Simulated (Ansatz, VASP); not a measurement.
# Ca in VASP and in Ansatz

```
Ca
1.0
     0.00000    2.40613    2.40613
     2.40613    0.00000    2.40613
     2.40613    2.40613    0.00000
Ca
1
Direct
  0.00000 0.00000 0.00000
```

Alike in both runs: task relaxation of cell and atoms; functional PBE; k mesh 6 × 6 × 6; no spin polarisation.

|  | VASP | Ansatz |
| --- | --- | --- |
| version | VASP 6.6.1 | Ansatz 0.2.0 |
| potentials or method | VASP PAW PBE potentials, release 64 (Ca_sv), cutoff 500 eV | PAW plane waves |
| occupations | fermi-dirac, width 0.1 eV | fermi-dirac |
| valence electrons in the cell | 10 | 10 |

VASP gave:

| Item | Value |
| --- | --- |
| gap on the k mesh at the Fermi level, each at its own relaxed structure (eV) | none |
| relaxed volume (Å³/atom) | 42.09 |
| relaxed cell length with the largest relative difference (Å) | 3.904 |

Task: Estimate Ansatz's values.

Result: gap on the k mesh at the Fermi level, each at its own relaxed structure (eV): none; relaxed volume (Å³/atom): 42.10; relaxed cell length with the largest relative difference (Å): 3.905.

A gap of «none» marks a metal or a gap that the smearing closes.

The k mesh is coarse, so the values compare programs but aren't converged. Noted on VASP's run: the volume moved by over 15 % at a fixed basis, so the end points are rough.
